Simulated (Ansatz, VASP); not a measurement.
# Bi3SbO3: VASP beside Ansatz

```
Sb Bi O
1.0
     4.35412   -0.00136    0.09871
     0.00168    3.66440    0.00192
     0.27053   -0.00409    9.55072
Sb Bi O
1 3 3
Direct
  0.01731 0.99990 0.29139
  0.55307 0.50000 0.99377
  0.01046 0.00008 0.72876
  0.61218 0.49999 0.48190
  0.53184 0.00010 0.83610
  0.00683 0.49998 0.87699
  0.76831 0.99995 0.11798
```

Change from the starting cell: cell x1, atoms moved at random (sigma 0.1 Å) and cell strained at random (1.5 %), then relaxed without symmetry.

Alike in both runs: functional PBE; k mesh 6 × 6 × 2; occupations gaussian, width 0.2 eV; no spin polarisation.

Ansatz relaxed the structure, and its values are those at the end. VASP's run is a single point on that final structure, the one shown.

```csv
,VASP,Ansatz
version,VASP 6.6.1,Ansatz 0.2.0
potentials or method,"VASP PAW PBE potentials, release 64 (Sb, Bi_d, O), cutoff 520 eV","scalar-relativistic, plane waves, PAW"
valence electrons in the cell,68,78
```

VASP gave:

```
gap on the k mesh at the Fermi level (eV) : none
pressure (GPa)                            : 0.0
rms of the force components (eV/Å)        : 0.018
```

Task: What did Ansatz give for the same quantities?

Result: gap on the k mesh at the Fermi level (eV): none; pressure (GPa): 0.0; rms of the force components (eV/Å): 0.010.

A gap of «none» marks a metal or a gap that the smearing closes. With one functional, cell and mesh, what is left measures potentials, basis and numerics. VASP's potentials hold 68 valence electrons a cell and Ansatz's 78, so a difference there can come from the potentials and not from the codes.

Neither program's run includes spin-orbit coupling.
